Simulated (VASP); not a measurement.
# Al (P2_1/m) in VASP: a series of runs

The runs below take Al through single point, with PBE+D3(BJ), PBEsol+D3(BJ).

Everything below comes from runs of VASP 6.6.1. Logs are shortened: lines on timing, memory, paths and dates and some standing lists are left out, and cuts for length are marked.

**1. The cell of the first run**

It takes space group P2_1/m (No. 11, monoclinic). Conventional cell: a = 2.812 Å, b = 4.867 Å, c = 2.812 Å, α = 90.00°, β = 120.00°, γ = 90.00°. Al (site symmetry m) has 14 Al at 2.79 to 3.74 Å within 3.8 Å.

**2. Single point, PBE+D3(BJ) (atom 1 (Al) moved by (-0.300, -0.300) A along x and y)**

Input file INCAR:

```
ALGO = Fast
EDIFF = 1E-6
ENCUT = 520
GGA = PE
ISIF = 2
ISMEAR = 0
IVDW = 12
LASPH = True
LCHARG = True
LELF = True
LREAL = False
LVHAR = True
LWAVE = False
NBANDS = 10
NELM = 100
PREC = Accurate
SIGMA = 0.15
```

Input file KPOINTS:

```
k-points
0
Gamma
  18 18 10
```

Input file POSCAR:

```
Al
1.0
    2.8124553515      0.0000000000      0.0000000000
   -1.4062276757      2.4356577814      0.0000000000
    0.0000000000      0.0000000000      4.8668500000
Al
2
Direct
    0.4984133003      0.2101633206      0.7500000000
    0.3333333333      0.6666666667      0.2500000000
```

Potentials or basis: VASP PAW PBE potentials, release 64 (Al).

The run is started by

```sh
$ cat potpaw_PBE.64/Al/POTCAR > POTCAR
$ mpirun -np 1 vasp_std > vasp.out
```

OUTCAR:

```text
EDIFF = 1E-6
   ENCUT = 520
   GGA = PE
   ISIF = 2
   ISMEAR = 0
   IVDW = 12
   LASPH = True
   LREAL = False
   NELM = 100
   PREC = Accurate
 IVDW          = 12

 ion  position               nearest neighbor table
   1  0.498  0.210  0.750-   2 2.79   2 2.79   2 2.90   2 2.90   2 3.17   2 3.17
   2  0.333  0.667  0.250-   1 2.79   1 2.79   1 2.90   1 2.90   1 3.17   1 3.17

  LATTYP: Found a hexagonal cell.
 ALAT       =     2.8124553515
 C/A-ratio  =     1.7304630267

  Lattice vectors:

 A1 = (   2.8124553515,   0.0000000000,   0.0000000000)
 A2 = (  -1.4062276757,   2.4356577814,   0.0000000000)
 A3 = (   0.0000000000,   0.0000000000,   4.8668500000)

Analysis of symmetry for initial positions (statically):
=====================================================================
 Subroutine PRICEL returns:
 Original cell was already a primitive cell.

 Routine SETGRP: Setting up the symmetry group for a
 hexagonal supercell.

 Subroutine GETGRP returns: Found  4 space group operations
 (whereof  1 operations were pure point group operations)
 out of a pool of 24 trial point group operations.

The static configuration has the point symmetry C_1 .
 The point group associated with its full space group is C_2h.

Analysis of symmetry for dynamics (positions and initial velocities):
=====================================================================
 Subroutine PRICEL returns:
 Original cell was already a primitive cell.

 Routine SETGRP: Setting up the symmetry group for a
 hexagonal supercell.

 Subroutine GETGRP returns: Found  4 space group operations
 (whereof  1 operations were pure point group operations)
 out of a pool of 24 trial point group operations.

The dynamic configuration has the point symmetry C_1 .
 The point group associated with its full space group is C_2h.

 Subroutine INISYM returns: Found  4 space group operations
 (whereof  1 operations are pure point group operations),
 and found     1 'primitive' translations

----------------------------------------------------------------------------------------

                                     Primitive cell

  volume of cell :      33.3388

  direct lattice vectors                    reciprocal lattice vectors
     2.812455352  0.000000000  0.000000000     0.355561200  0.205283355  0.000000000
    -1.406227676  2.435657781  0.000000000     0.000000000  0.410566709  0.000000000
     0.000000000  0.000000000  4.866850000     0.000000000  0.000000000  0.205471712

  length of vectors
     2.812455352  2.812455351  4.866850000     0.410566709  0.410566709  0.205471712

  position of ions in fractional coordinates (direct lattice)
     0.498413300  0.210163321  0.750000000
     0.333333333  0.666666667  0.250000000

  ion indices of the primitive-cell ions
   primitive index   ion index
                 1           1
                 2           2

----------------------------------------------------------------------------------------

 KPOINTS: k-points

Automatic generation of k-mesh.
 Grid dimensions read from file:
 generate k-points for:   18   18   10

 Generating k-lattice:

  Cartesian coordinates                     Fractional coordinates (reciprocal lattice)
     0.019753400  0.011404631  0.000000000     0.055555556  0.000000000  0.000000000
     0.000000000  0.022809262  0.000000000     0.000000000  0.055555556  0.000000000
     0.000000000  0.000000000  0.020547171     0.000000000  0.000000000  0.100000000

  Length of vectors
     0.022809262  0.022809262  0.020547171

  Shift w.r.t. Gamma in fractional coordinates (k-lattice)
     0.000000000  0.000000000  0.000000000

 Subroutine IBZKPT returns following result:
 ===========================================

 Found    984 irreducible k-points:

 Following reciprocal coordinates:
            Coordinates               Weight
  0.000000  0.000000  0.000000      1.000000
  0.055556  0.000000  0.000000      2.000000
  0.000000  0.055556  0.000000      2.000000
 -0.055556  0.055556  0.000000      2.000000
  0.111111  0.000000  0.000000      2.000000
  0.000000  0.111111  0.000000      2.000000
[... 16 lines left out ...]
  0.444444  0.000000  0.000000      2.000000
  0.000000  0.444444  0.000000      2.000000
 [... further k-points ...]
   k-points           NKPTS =    984   k-points in BZ     NKDIM =    984   number of bands    NBANDS=     10
   number of dos      NEDOS =    301   number of ions     NIONS =      2
   total plane-waves  NPLWV =  20736
   dimension x,y,z NGX =    24 NGY =   24 NGZ =   36
   dimension x,y,z NGXF=    48 NGYF=   48 NGZF=   72
   ions per type =               2
   NGX,Y,Z   is equivalent  to a cutoff of  14.19, 14.19, 12.30 a.u.
   NGXF,Y,Z  is equivalent  to a cutoff of  28.37, 28.37, 24.59 a.u.
 SYSTEM =  unknown system
   PREC   = accura    normal or accurate (medium, high low for compatibility)
   ISTART =      0    job   : 0-new  1-cont  2-samecut
   ICHARG =      2    charge: 1-file 2-atom 10-const
   ISPIN  =      1    spin polarized calculation?
   LNONCOLLINEAR =      F non collinear calculations
   LSORBIT =      F    spin-orbit coupling
   LASPH  =      T    aspherical Exc in radial PAW
   ENCUT  =  520.0 eV  38.22 Ry    6.18 a.u.   5.23  5.23  9.05*2*pi/ulx,y,z
   NELM   =    100;   NELMIN=  2; NELMDL= -5     # of ELM steps
   EDIFF  = 0.1E-05   stopping-criterion for ELM
   LREAL  =      F    real-space projection
   EDIFFG = 0.1E-04   stopping-criterion for IOM
   NSW    =      0    number of steps for IOM
   IBRION =     -1    ionic relax: 0-MD 1-quasi-New 2-CG
   NFREE  =      0    steps in history (QN), initial steepest desc. (CG)
   ISIF   =      2    stress and relaxation
   ISYM   =      2    0-nonsym 1-usesym 2-fastsym
   POTIM  = 0.5000    time-step for ionic-motion
   TEBEG  =    0.0;   TEEND  =   0.0 temperature during run
   PSTRESS=    0.0 pullay stress
   NELECT =       6.0000    total number of electrons
   NUPDOWN=      -1.0000    fix difference up-down
   EMIN   =  10.00;   EMAX   =-10.00  energy-range for DOS
   EFERMI =   0.00;   METHOD = LEGACY
   ISMEAR =     0;   SIGMA  =   0.15  broadening in eV -4-tet -1-fermi 0-gaus
   EFERMI_NEDOS =   21; number of points for ismear=-14 and -15
   IALGO  =     68    algorithm
   IMIX   =      4    mixing-type and parameters
     AMIX     =   0.40;   BMIX     =  1.00
     AMIX_MAG =   1.60;   BMIX_MAG =  1.00
  volume/ion in A,a.u.               =      16.67       112.49
  Fermi-wavevector in a.u.,A,eV,Ry     =   0.924291  1.746656 11.623640  0.854313
  Thomas-Fermi vector in A             =   2.050021
   LORBIT       =      0    0 simple, 1 ext, 2 COOP (PROOUT), +10 PAW based schemes
   GGA     = PE    functional components
   LHFCALC =     F    Hartree Fock is set to
   AEXX    =    0.0000 exact exchange contribution
   IVDW    =    12    specifies the selected vdW correction
   LEPSILON=     F    determine dielectric tensor
   LRPA    =     F    only Hartree local field effects (RPA)
 non-spin polarized calculation
 RMM-DIIS sequential band-by-band and
 Gauss-broadening in eV      SIGMA  =   0.15
  energy-cutoff  :      520.00
  volume of cell :       33.34
 maximum number of plane-waves:       920
 NGX is ok and might be reduce to    24
   NGX = 11   NGY = 11   NGZ = 19

 number of electron       6.0000000 magnetization

 Free energy of the ion-electron system (eV)
  ---------------------------------------------------
  ext. energy  EPLUGINS =         0.00000000
  ---------------------------------------------------
  free energy    TOTEN  =        -7.37376739 eV

  energy without entropy =       -7.36487665  energy(sigma->0) =       -7.36932202

 E-fermi :   7.8528     XC(G=0): -10.1570

 val. band max:        7.8526715263   @ k =   0.4444  -0.1111  -0.1000
 cond. band min:       7.8530903415   @ k =  -0.3889   0.3889   0.1000
 fundamental gap:      0.0004188151
 Fermi energy:         7.8528180726

 k-point     1 :       0.0000    0.0000    0.0000
  band No.  band energies     occupation
      1      -3.1783      2.00000
      2       2.8256      2.00000
      3       3.0509      2.00000
      4      18.4168      0.00000
      5      19.2729      0.00000
      6      19.5693      0.00000
      7      19.7447      0.00000
      8      20.2743      0.00000
      9      20.2885      0.00000
     10      21.4738      0.00000

 k-point     2 :       0.0556    0.0000    0.0000
  band No.  band energies     occupation
      1      -3.1014      2.00000
      2       2.9013      2.00000
      3       3.1225      2.00000
      4      17.2545      0.00000
      5      18.2984      0.00000
      6      19.6545      0.00000
      7      19.8610      0.00000
      8      20.3400      0.00000
      9      20.7355      0.00000
     10      21.9459      0.00000

 k-point     3 :       0.0000    0.0556    0.0000
  band No.  band energies     occupation
      1      -3.1013      2.00000
      2       2.9010      2.00000
      3       3.1228      2.00000
      4      17.6898      0.00000
      5      18.1318      0.00000
      6      18.7206      0.00000
      7      20.3227      0.00000
      8      20.4285      0.00000
      9      20.8779      0.00000
     10      21.8760      0.00000

 k-point     4 :      -0.0556    0.0556    0.0000
  band No.  band energies     occupation
      1      -3.1013      2.00000
      2       2.9011      2.00000
      3       3.1228      2.00000
      4      17.5660      0.00000
      5      18.1803      0.00000
      6      18.9565      0.00000
      7      20.0753      0.00000
      8      20.3253      0.00000
      9      20.9646      0.00000
     10      22.0958      0.00000

 k-point     5 :       0.1111    0.0000    0.0000
  band No.  band energies     occupation
      1      -2.8708      2.00000
      2       3.1278      2.00000
      3       3.3373      2.00000
      4      15.2754      0.00000
      5      17.3141      0.00000
      6      18.6510      0.00000
      7      19.9027      0.00000
      8      20.4629      0.00000
      9      21.1359      0.00000
     10      21.6680      0.00000

 k-point     6 :       0.0000    0.1111    0.0000
  band No.  band energies     occupation
      1      -2.8706      2.00000
      2       3.1265      2.00000
      3       3.3385      2.00000
      4      15.5527      0.00000
      5      17.3513      0.00000
      6      18.0135      0.00000
      7      19.9474      0.00000
      8      20.2589      0.00000
      9      20.9678      0.00000
     10      21.3346      0.00000
[... 183 lines left out ...]
 k-point    21 :       0.0000    0.3889    0.0000
  band No.  band energies     occupation
      1       0.5437      2.00000
      2       5.5074      2.00000
      3       6.5760      2.00000
      4       6.9482      2.00000
      5      11.6234      0.00000
      6      11.7426      0.00000
      7      14.4996      0.00000
      8      15.4797      0.00000
      9      19.7244      0.00000
     10      20.3384      0.00000

 k-point    22 :      -0.3889    0.3889    0.0000
  band No.  band energies     occupation
      1       0.5435      2.00000
      2       5.5367      2.00000
      3       6.5663      2.00000
      4       6.8928      2.00000
      5      11.6235      0.00000
      6      11.7817      0.00000
      7      14.5431      0.00000
      8      15.4792      0.00000
      9      19.9945      0.00000
     10      20.5076      0.00000

 k-point    23 :       0.4444    0.0000    0.0000
  band No.  band energies     occupation
      1       1.6605      2.00000
      2       4.3105      2.00000
      3       7.4679      1.99972
      4       7.4996      1.99913
      5      10.2801      0.00000
      6      10.5826      0.00000
      7      14.1834      0.00000
      8      16.0530      0.00000
      9      19.3472      0.00000
     10      19.7787      0.00000

 k-point    24 :       0.0000    0.4444    0.0000
  band No.  band energies     occupation
      1       1.6603      2.00000
      2       4.2608      2.00000
      3       7.6546      1.93839
      4       7.7343      1.73598
      5      10.2003      0.00000
      6      10.2418      0.00000
      7      14.3031      0.00000
      8      15.2681      0.00000
      9      19.5640      0.00000
     10      20.1140      0.00000

 [... further k-points ...]

------------------------ aborting loop because EDIFF is reached ----------------------------------------

 Edisp (eV)   -0.66580

 E8    (eV) :    -0.2977

  FORCE on cell =-STRESS in cart. coord.  units (eV):
  Direction    XX          YY          ZZ          XY          YZ          ZX
  --------------------------------------------------------------------------------------
  -------------------------------------------------------------------------------------
  Total      -0.46920    -0.49105    -0.51214     0.02676     0.00000     0.00000
  in kB     -22.54854   -23.59863   -24.61235     1.28579     0.00000     0.00000
  external pressure =      -23.59 kB  Pullay stress =        0.00 kB

 VOLUME and BASIS-vectors are now :
 -----------------------------------------------------------------------------
  energy-cutoff  :      520.00
  volume of cell :       33.34
      direct lattice vectors                 reciprocal lattice vectors
     2.812455352  0.000000000  0.000000000     0.355561200  0.205283355  0.000000000
    -1.406227676  2.435657781  0.000000000     0.000000000  0.410566709  0.000000000
     0.000000000  0.000000000  4.866850000     0.000000000  0.000000000  0.205471712

 POSITION                                       TOTAL-FORCE (eV/Angst)
 -----------------------------------------------------------------------------------
      1.10623      0.51189      3.65014         0.053622      0.206287      0.000000
     -0.00000      1.62377      1.21671        -0.053622     -0.206287      0.000000
 -----------------------------------------------------------------------------------
    total drift:                               -0.000000      0.000001      0.000000

  FREE ENERGIE OF THE ION-ELECTRON SYSTEM (eV)
  ---------------------------------------------------
  free  energy   TOTEN  =        -8.0395672248 eV

  energy  without entropy=       -8.0306764928  energy(sigma->0) =       -8.03512186
```

It took 93 s on 1 thread of Intel Xeon Platinum 8559C (Emerald Rapids), shared host; peak memory 0.37 GiB.

Results:

| Quantity | Value |
| --- | --- |
| Free energy | -8.0396 eV |
| Pressure | -2.4 GPa |
| Largest force | 0.213 eV/Å |
| Band gap on the k mesh | zero (bands 3 and 4 overlap by 6.95 eV) |
| Dispersion energy per atom | -0.333 eV |

Forces in eV/Å, atoms in the order of the input:
```
Al   0.054  0.206  0.000
Al  -0.054 -0.206  0.000
```

Levels at points of the mesh, in eV from the Fermi level:
```
           k point  band 1  band 2  band 3  band 4  band 5  band 6  band 7
(0.00, 0.00, 0.00)  -11.03   -5.03   -4.80   10.56   11.42   11.72   11.89
(0.50, 0.00, 0.00)   -5.03   -4.83    0.30    0.31    1.61    1.93    6.27
(0.00, 0.50, 0.00)   -4.95   -4.94    0.96    0.97    1.08    1.12    6.38
(0.50, 0.50, 0.00)   -4.98   -4.90    0.71    0.75    1.30    1.36    6.43
(0.00, 0.00, 0.50)   -9.48   -9.48    2.40    2.40   12.52   12.52   12.61
(0.50, 0.00, 0.50)   -3.65   -3.65   -3.22   -3.22    7.39    7.39    7.70
(0.00, 0.50, 0.50)   -3.82   -3.82   -2.98   -2.98    7.16    7.16    7.42
(0.50, 0.50, 0.50)   -3.80   -3.80   -3.02   -3.02    7.19    7.19    7.43
```

Caveat: the cell differs from its parent crystal (atom 1 (Al) moved by (-0.300, -0.300) A along x and y).

(Continued in part 2 of 2.)
